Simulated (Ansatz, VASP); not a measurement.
# Bi2Te3 in VASP and in Ansatz

```
CELL_PARAMETERS angstrom
2.19300 1.26613 10.16567
-2.19300 1.26613 10.16567
0.00000 -2.53226 10.16567
ATOMIC_POSITIONS crystal
Bi 0.40000 0.40000 0.40000
Bi 0.60000 0.60000 0.60000
Te 0.00000 0.00000 0.00000
Te 0.20950 0.20950 0.20950
Te 0.79050 0.79050 0.79050
```

Alike in both runs: task single point; functional PBE; k mesh 8 × 8 × 8; no spin polarisation.

```csv
,VASP,Ansatz
version,VASP 6.6.1,Ansatz 0.2.0
potentials or method,"VASP PAW PBE potentials, release 64 (Bi_d, Te), cutoff 500 eV","plane waves, PAW"
occupations,"methfessel-paxton of order 1, width 0.01 eV","cold, width 0.01 eV"
valence electrons in the cell,48,78
```

|  | VASP | Ansatz | Ansatz less VASP |
| --- | --- | --- | --- |
| pressure (GPa) | 1.9 | 1.9 | +0.01 |
| traceless stress, the component that is largest in VASP (GPa) | -0.13 | -0.13 | -0.001 |

VASP's potentials hold 48 valence electrons a cell and Ansatz's 78, so a difference there can come from the potentials and not from the codes.

Spin-orbit coupling is off throughout.
